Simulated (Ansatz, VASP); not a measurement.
One calculation of Si2W, two programs

The input INCAR:

```
SYSTEM = Si2W
PREC = Accurate ; ENCUT = 520
EDIFF = 1E-6 ; ISMEAR = 0
SIGMA = 0.15 ; LREAL = .FALSE.
LASPH = .TRUE. ; NELM = 100
ALGO = Normal ; ISIF = 2
LWAVE = .FALSE. ; LCHARG = .FALSE.
GGA = PE ; NBANDS = 18
```

Contents of KPOINTS:

```
Automatic mesh
0
G
  18 18 18
  0 0 0
```

Contents of POSCAR:

```
Si2W
1.0
   -1.6253748115      1.6253748115      3.7266593678
    1.6253748115     -1.6253748115      3.7266593678
    1.6253748115      1.6253748115     -3.7266593678
Si W
2 1
Direct
    0.3345726944      0.3345726944      0.0000000000
    0.6654273056      0.6654273056      0.0000000000
    0.0000000000      0.0000000000      0.0000000000
```

Input for Ansatz:

```yaml
crystal:
  lattice:
    - [-1.6253748115, 1.6253748115, 3.7266593678]
    - [1.6253748115, -1.6253748115, 3.7266593678]
    - [1.6253748115, 1.6253748115, -3.7266593678]
  atoms:
    - { symbol: Si, position: [0.3345726944, 0.3345726944, 0.0] }
    - { symbol: Si, position: [0.6654273056, 0.6654273056, 0.0] }
    - { symbol: W, position: [0.0, 0.0, 0.0] }
basis:
  ecutwfc: 420
kpoints:
  mp_grid: { grid: [18, 18, 18] }
hamiltonian:
  xc: pbe
  pseudopotentials: { kind: paw, azcp: { folder: soft_1 } }
scf:
  occupations: { method: gaussian, width: 0.15 }
output:
  forces: true
  stress: true
  eigenvalues: true
```

Alike in both runs: task single point; functional PBE; k mesh 18 × 18 × 18; occupations gaussian, width 0.15 eV; no spin polarisation.

|  | VASP | Ansatz |
| --- | --- | --- |
| version | VASP 6.6.1 | Ansatz 0.2.0 |
| potentials or method | VASP PAW PBE potentials, release 64 (Si, W_sv), cutoff 520 eV | scalar-relativistic, plane waves, PAW |
| valence electrons in the cell | 22 | 22 |

|  | VASP | Ansatz | Ansatz less VASP |
| --- | --- | --- | --- |
| gap on the k mesh at the Fermi level (eV) | none | none | - |
| pressure (GPa) | 12.4 | 12.4 | -0.03 |
| traceless stress, the component that is largest in VASP (GPa) | 21.19 | 21.26 | +0.065 |
| rms of the force components (eV/Å) | 0.023 | 0.024 | +0.0009 |

Atom by atom the forces differ by 0.001 eV/Å (rms over components). A gap of «none» marks a metal or a gap that the smearing closes. The functional is the same, so the differences come from potentials, cutoffs and numerics.

Neither program's run includes spin-orbit coupling.
